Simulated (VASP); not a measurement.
# Zn (P6_3/mmc) in VASP: notebook

The runs below take Zn through single point, with PBE.

All numbers are computed with VASP 6.6.1; they aren't measurements. Logs are shortened: lines on timing, memory, paths and dates and some standing lists are left out, and cuts for length are marked.

### 1 The cell of the first run

Symmetry: P6_3/mmc, No. 194, hexagonal system. Conventional cell: a = 2.478 Å, b = 2.478 Å, c = 3.967 Å, α = 90.00°, β = 90.00°, γ = 120.00°. Zn (site symmetry -6m2) has 12 Zn at 2.45 to 2.48 Å within 3.2 Å.

### 2 Single point, PBE (volume scaled by 0.7)

Input file INCAR:

```
  PREC = Accurate
  ENCUT = 520
  EDIFF = 1E-6
  ISMEAR = -1
  SIGMA = 0.05
  LREAL = F
  LASPH = T
  NELM = 80
  ALGO = Normal
  ISIF = 2
  LWAVE = F
  LCHARG = F
  GGA = PE
  NBANDS = 19
```

Input file KPOINTS:

```
regular mesh
0
Gamma
  16 16 9
```

Input file POSCAR:

```
Zn
1.0
    2.4780953325      0.0000000000      0.0000000000
   -1.2390476662      2.1460935109      0.0000000000
    0.0000000000      0.0000000000      3.9671009871
Zn
2
Direct
    0.3333333333      0.6666666667      0.2500000000
    0.6666666667      0.3333333333      0.7500000000
```

Potentials or basis: VASP PAW PBE potentials, release 64 (Zn).

The run is started by

```
$ cat potpaw_PBE.64/Zn/POTCAR > POTCAR
$ mpirun -np 1 vasp_std > vasp.out
```

OUTCAR:

```text
PREC = Accurate
   ENCUT = 520
   EDIFF = 1E-6
   ISMEAR = -1
   LREAL = F
   LASPH = T
   NELM = 80
   ISIF = 2
   GGA = PE

 ion  position               nearest neighbor table
   1  0.333  0.667  0.250-   2 2.45   2 2.45   2 2.45   2 2.45   2 2.45   2 2.45
   2  0.667  0.333  0.750-   1 2.45   1 2.45   1 2.45   1 2.45   1 2.45   1 2.45

  LATTYP: Found a hexagonal cell.
 ALAT       =     2.4780953325
 C/A-ratio  =     1.6008669784

  Lattice vectors:

 A1 = (   2.4780953325,   0.0000000000,   0.0000000000)
 A2 = (  -1.2390476662,   2.1460935109,   0.0000000000)
 A3 = (   0.0000000000,   0.0000000000,   3.9671009871)

Analysis of symmetry for initial positions (statically):
=====================================================================
 Subroutine PRICEL returns:
 Original cell was already a primitive cell.

 Routine SETGRP: Setting up the symmetry group for a
 hexagonal supercell.

 Subroutine GETGRP returns: Found 24 space group operations
 (whereof 12 operations were pure point group operations)
 out of a pool of 24 trial point group operations.

The static configuration has the point symmetry D_3d.
 The point group associated with its full space group is D_6h.

Analysis of symmetry for dynamics (positions and initial velocities):
=====================================================================
 Subroutine PRICEL returns:
 Original cell was already a primitive cell.

 Routine SETGRP: Setting up the symmetry group for a
 hexagonal supercell.

 Subroutine GETGRP returns: Found 24 space group operations
 (whereof 12 operations were pure point group operations)
 out of a pool of 24 trial point group operations.

The dynamic configuration has the point symmetry D_3d.
 The point group associated with its full space group is D_6h.

 Subroutine INISYM returns: Found 24 space group operations
 (whereof 12 operations are pure point group operations),
 and found     1 'primitive' translations

----------------------------------------------------------------------------------------

                                     Primitive cell

  volume of cell :      21.0979

  direct lattice vectors                    reciprocal lattice vectors
     2.478095333  0.000000000  0.000000000     0.403535726  0.232981460  0.000000000
    -1.239047666  2.146093511  0.000000000     0.000000000  0.465962920  0.000000000
     0.000000000  0.000000000  3.967100987     0.000000000  0.000000000  0.252073240

  length of vectors
     2.478095333  2.478095332  3.967100987     0.465962920  0.465962920  0.252073240

  position of ions in fractional coordinates (direct lattice)
     0.333333333  0.666666667  0.250000000
     0.666666667  0.333333333  0.750000000

  ion indices of the primitive-cell ions
   primitive index   ion index
                 1           1
                 2           2

----------------------------------------------------------------------------------------

 KPOINTS: regular mesh

Automatic generation of k-mesh.
 Grid dimensions read from file:
 generate k-points for:   16   16    9

 Generating k-lattice:

  Cartesian coordinates                     Fractional coordinates (reciprocal lattice)
     0.025220983  0.014561341  0.000000000     0.062500000 -0.000000000  0.000000000
     0.000000000  0.029122683  0.000000000     0.000000000  0.062500000  0.000000000
     0.000000000  0.000000000  0.028008138     0.000000000  0.000000000  0.111111111

  Length of vectors
     0.029122683  0.029122683  0.028008138

  Shift w.r.t. Gamma in fractional coordinates (k-lattice)
     0.000000000  0.000000000  0.000000000

 Subroutine IBZKPT returns following result:
 ===========================================

 Found    150 irreducible k-points:

 Following reciprocal coordinates:
            Coordinates               Weight
  0.000000  0.000000  0.000000      1.000000
  0.062500 -0.000000  0.000000      6.000000
  0.125000 -0.000000  0.000000      6.000000
  0.187500 -0.000000  0.000000      6.000000
  0.250000 -0.000000  0.000000      6.000000
  0.312500  0.000000  0.000000      6.000000
[... 16 lines left out ...]
  0.187500  0.187500  0.000000      6.000000
  0.250000  0.187500  0.000000     12.000000
 [... further k-points ...]
   k-points           NKPTS =    150   k-points in BZ     NKDIM =    150   number of bands    NBANDS=     19
   number of dos      NEDOS =    301   number of ions     NIONS =      2
   total plane-waves  NPLWV =   9720
   dimension x,y,z NGX =    18 NGY =   18 NGZ =   30
   dimension x,y,z NGXF=    36 NGYF=   36 NGZF=   60
   ions per type =               2
   NGX,Y,Z   is equivalent  to a cutoff of  12.08, 12.08, 12.57 a.u.
   NGXF,Y,Z  is equivalent  to a cutoff of  24.15, 24.15, 25.14 a.u.
 SYSTEM =  unknown system
   PREC   = accura    normal or accurate (medium, high low for compatibility)
   ISTART =      0    job   : 0-new  1-cont  2-samecut
   ICHARG =      2    charge: 1-file 2-atom 10-const
   ISPIN  =      1    spin polarized calculation?
   LNONCOLLINEAR =      F non collinear calculations
   LSORBIT =      F    spin-orbit coupling
   LASPH  =      T    aspherical Exc in radial PAW
   ENCUT  =  520.0 eV  38.22 Ry    6.18 a.u.   4.61  4.61  7.38*2*pi/ulx,y,z
   NELM   =     80;   NELMIN=  2; NELMDL= -5     # of ELM steps
   EDIFF  = 0.1E-05   stopping-criterion for ELM
   LREAL  =      F    real-space projection
   EDIFFG = 0.1E-04   stopping-criterion for IOM
   NSW    =      0    number of steps for IOM
   IBRION =     -1    ionic relax: 0-MD 1-quasi-New 2-CG
   NFREE  =      0    steps in history (QN), initial steepest desc. (CG)
   ISIF   =      2    stress and relaxation
   ISYM   =      2    0-nonsym 1-usesym 2-fastsym
   POTIM  = 0.5000    time-step for ionic-motion
   TEBEG  =    0.0;   TEEND  =   0.0 temperature during run
   PSTRESS=    0.0 pullay stress
   NELECT =      24.0000    total number of electrons
   NUPDOWN=      -1.0000    fix difference up-down
   EMIN   =  10.00;   EMAX   =-10.00  energy-range for DOS
   EFERMI =   0.00;   METHOD = LEGACY
   ISMEAR =    -1;   SIGMA  =   0.05  broadening in eV -4-tet -1-fermi 0-gaus
   EFERMI_NEDOS =   21; number of points for ismear=-14 and -15
   IALGO  =     38    algorithm
   IMIX   =      4    mixing-type and parameters
     AMIX     =   0.40;   BMIX     =  1.00
     AMIX_MAG =   1.60;   BMIX_MAG =  1.00
  volume/ion in A,a.u.               =      10.55        71.19
  Fermi-wavevector in a.u.,A,eV,Ry     =   1.708960  3.229466 39.736426  2.920545
  Thomas-Fermi vector in A             =   2.787532
   LORBIT       =      0    0 simple, 1 ext, 2 COOP (PROOUT), +10 PAW based schemes
   GGA     = PE    functional components
   LHFCALC =     F    Hartree Fock is set to
   AEXX    =    0.0000 exact exchange contribution
   IVDW    =     0    specifies the selected vdW correction
   LEPSILON=     F    determine dielectric tensor
   LRPA    =     F    only Hartree local field effects (RPA)
 non-spin polarized calculation
  energy-cutoff  :      520.00
  volume of cell :       21.10
 maximum number of plane-waves:       582
   NGX =  9   NGY =  9   NGZ = 15

 number of electron      24.0000005 magnetization

 Free energy of the ion-electron system (eV)
  ---------------------------------------------------
  ext. energy  EPLUGINS =         0.00000000
  ---------------------------------------------------
  free energy    TOTEN  =        -0.95629963 eV

  energy without entropy =       -0.95511278  energy(sigma->0) =       -0.95570621

 E-fermi :   6.7601     XC(G=0): -13.6237

 val. band max:        6.7176403037   @ k =   0.1250   0.1250   0.0000
 cond. band min:       6.7694774018   @ k =   0.3750  -0.0000   0.0000
 fundamental gap:      0.0518370981
 Fermi energy:         6.7601398296

 k-point     1 :       0.0000    0.0000    0.0000
  band No.  band energies     occupation
      1      -7.5081      2.00000
      2      -4.2358      2.00000
      3      -2.6718      2.00000
      4      -2.6657      2.00000
      5      -2.6657      2.00000
      6      -2.4745      2.00000
[... 11 lines left out ...]
     18      27.2816      0.00000
     19      28.7861      0.00000

 k-point     2 :       0.0625   -0.0000    0.0000
  band No.  band energies     occupation
      1      -7.3746      2.00000
      2      -4.1777      2.00000
      3      -2.7697      2.00000
      4      -2.6240      2.00000
      5      -2.5745      2.00000
      6      -2.4895      2.00000
[... 11 lines left out ...]
     18      29.0025      0.00000
     19      30.1732      0.00000

 k-point     3 :       0.1250   -0.0000    0.0000
  band No.  band energies     occupation
      1      -6.9806      2.00000
      2      -4.0222      2.00000
      3      -2.8840      2.00000
      4      -2.5492      2.00000
      5      -2.5036      2.00000
      6      -2.4660      2.00000
[... 11 lines left out ...]
     18      29.1807      0.00000
     19      30.5121      0.00000

 k-point     4 :       0.1875   -0.0000    0.0000
  band No.  band energies     occupation
      1      -6.3500      2.00000
      2      -3.8339      2.00000
      3      -2.9846      2.00000
      4      -2.7539      2.00000
      5      -2.5975      2.00000
      6      -2.4693      2.00000
[... 11 lines left out ...]
     18      26.5327      0.00000
     19      29.6125      0.00000

 k-point     5 :       0.2500   -0.0000    0.0000
  band No.  band energies     occupation
      1      -5.5461      2.00000
      2      -3.7303      2.00000
      3      -3.0893      2.00000
      4      -2.9938      2.00000
      5      -2.6099      2.00000
      6      -2.5673      2.00000
[... 11 lines left out ...]
     18      24.2277      0.00000
     19      28.4156      0.00000

 k-point     6 :       0.3125    0.0000    0.0000
  band No.  band energies     occupation
      1      -4.7343      2.00000
      2      -3.7675      2.00000
      3      -3.3790      2.00000
      4      -2.8431      2.00000
      5      -2.6588      2.00000
      6      -2.5511      2.00000
[... 11 lines left out ...]
     18      23.1590      0.00000
     19      27.4245      0.00000

 k-point     7 :       0.3750   -0.0000    0.0000
  band No.  band energies     occupation
      1      -4.2063      2.00000
      2      -3.8585      2.00000
      3      -3.5929      2.00000
      4      -2.7326      2.00000
      5      -2.5412      2.00000
      6      -2.4611      2.00000
[... 11 lines left out ...]
     18      22.6803      0.00000
     19      26.7001      0.00000

 k-point     8 :       0.4375   -0.0000    0.0000
  band No.  band energies     occupation
      1      -4.0235      2.00000
      2      -3.9230      2.00000
      3      -3.7226      2.00000
      4      -2.7802      2.00000
      5      -2.5048      2.00000
      6      -2.3820      2.00000
[... 256 lines left out ...]
 k-point    20 :       0.3125    0.1250    0.0000
  band No.  band energies     occupation
      1      -3.9670      2.00000
      2      -3.7263      2.00000
      3      -3.5906      2.00000
      4      -2.8317      2.00000
      5      -2.7984      2.00000
      6      -2.4662      2.00000
[... 11 lines left out ...]
     18      22.8169      0.00000
     19      23.5747      0.00000

 k-point    21 :       0.3750    0.1250    0.0000
  band No.  band energies     occupation
      1      -3.8377      2.00000
      2      -3.7823      2.00000
      3      -3.7026      2.00000
      4      -2.8178      2.00000
      5      -2.5778      2.00000
      6      -2.5340      2.00000
[... 11 lines left out ...]
     18      22.4458      0.00000
     19      23.1315      0.00000

 k-point    22 :       0.4375    0.1250    0.0000
  band No.  band energies     occupation
      1      -3.8507      2.00000
      2      -3.7697      2.00000
      3      -3.7401      2.00000
      4      -2.8219      2.00000
      5      -2.5603      2.00000
      6      -2.4852      2.00000
[... 11 lines left out ...]
     18      22.3218      0.00000
     19      22.9810      0.00000

 k-point    23 :       0.1875    0.1875    0.0000
  band No.  band energies     occupation
      1      -4.4721      2.00000
      2      -3.4872      2.00000
      3      -3.3664      2.00000
      4      -3.2852      2.00000
      5      -2.7752      2.00000
      6      -2.5295      2.00000
[... 11 lines left out ...]
     18      21.9444      0.00000
     19      22.6203      0.00000

 k-point    24 :       0.2500    0.1875    0.0000
  band No.  band energies     occupation
      1      -3.8947      2.00000
      2      -3.5352      2.00000
      3      -3.5257      2.00000
      4      -3.1897      2.00000
      5      -2.8288      2.00000
      6      -2.4447      2.00000
[... 11 lines left out ...]
     18      20.8511      0.00000
     19      21.5630      0.00000

 [... further k-points ...]
[... 5 lines left out ...]
  --------------------------------------------------------------------------------------
  -------------------------------------------------------------------------------------
  Total        8.3406111      8.3406111      8.3564135      0.0000000     -0.0000000     -0.0000000
  in kB      633.3861273    633.3861273    634.5861604      0.0000000     -0.0000000     -0.0000000
  external PRESSURE =     633.7861383 kB  Pullay stress =       0.0000000 kB

 VOLUME and BASIS-vectors are now :
 -----------------------------------------------------------------------------
  energy-cutoff  :      520.00
  volume of cell :       21.10
      direct lattice vectors                 reciprocal lattice vectors
     2.478095333  0.000000000  0.000000000     0.403535726  0.232981460  0.000000000
    -1.239047666  2.146093511  0.000000000     0.000000000  0.465962920  0.000000000
     0.000000000  0.000000000  3.967100987     0.000000000  0.000000000  0.252073240

 POSITION                                       TOTAL-FORCE (eV/Angst)
 -----------------------------------------------------------------------------------
     -0.00000      1.43073      0.99178        -0.000000     -0.000000      0.000000
      1.23905      0.71536      2.97533         0.000000      0.000000      0.000000
 -----------------------------------------------------------------------------------
    total drift:                                0.000000     -0.000000      0.000000

  FREE ENERGIE OF THE ION-ELECTRON SYSTEM (eV)
  ---------------------------------------------------
  free  energy   TOTEN  =        -0.9562996292 eV

  energy  without entropy=       -0.9551127848  energy(sigma->0) =       -0.95570621
```

Wall time 20 s (1 thread of Intel Xeon 6975P-C, shared host); peak memory 0.16 GiB.

What came out:

```yaml
Free_energy: -0.9563 eV
Pressure: 63.4 GPa
Band_gap_on_the_k_mesh: zero (band 12 reaches 8.31 eV, above the bottom of band 13 at 5.96 eV)
```

Stress tensor (GPa, compression positive):
```
63.34  0.00  0.00
 0.00 63.34  0.00
 0.00  0.00 63.46
```

Levels at points of the mesh, in eV from the Fermi level:
| k point | band 8 | band 9 | band 10 | band 11 | band 12 | band 13 | band 14 | band 15 | band 16 | band 17 |
| --- | --- | --- | --- | --- | --- | --- | --- | --- | --- | --- |
| (0.00, 0.00, 0.00) | -9.05 | -9.05 | -8.31 | -8.31 | -5.06 | -0.80 | 18.64 | 18.64 | 19.31 | 20.52 |
| (0.50, 0.00, 0.00) | -8.26 | -8.17 | -8.16 | -5.10 | -3.58 | 3.92 | 4.54 | 6.87 | 7.37 | 9.59 |

Caveat: the cell differs from its parent crystal (volume scaled by 0.7).

### 3 Single point, PBE

This run uses another cell than the first one, of 12.06 Å³/atom, 1.143 times its volume.

Input file INCAR:

```
  ALGO = Normal
  EDIFF = 1E-7
  ENCUT = 520
  GGA = PE
  ISIF = 2
  ISMEAR = -1
  LASPH = T
  LCHARG = F
  LREAL = F
  LWAVE = F
  NBANDS = 19
  NELM = 80
  PREC = Accurate
  SIGMA = 0.05
```

Input file KPOINTS:

```
k-points
0
Gamma
  16 16 9
```

Input file POSCAR:

```
Zn
1.0
    2.5113870994      0.0000000000      0.0000000000
   -1.2556935497      2.1749250268      0.0000000000
    0.0000000000      0.0000000000      4.4144225783
Zn
2
Direct
    0.3333333333      0.6666666667      0.2500000000
    0.6666666667      0.3333333333      0.7500000000
```

Potentials or basis: VASP PAW PBE potentials, release 64 (Zn).

The run is started by

```
$ cat potpaw_PBE.64/Zn/POTCAR > POTCAR
$ mpirun -np 1 vasp_std > vasp.out
```

Wall time 39 s (1 thread of Intel Xeon 6975P-C, shared host); peak memory 0.18 GiB.

The run converged. Its results:

```
Free energy            : -1.7758 eV
Pressure               : 29.3 GPa
Band gap on the k mesh : zero (band 12 reaches 6.83 eV, above the bottom of band 13 at 2.92 eV)
```

Stress tensor (GPa, compression positive):
```
29.40  0.00  0.00
 0.00 29.40  0.00
 0.00  0.00 29.18
```

Levels at points of the mesh, in eV from the Fermi level:
```csv
k point,band 10,band 11,band 12,band 13,band 14,band 15
"(0.00, 0.00, 0.00)",-7.78,-7.78,-4.86,-2.33,17.79,19.16
"(0.50, 0.00, 0.00)",-7.56,-4.08,-2.83,3.42,3.59,5.75
```
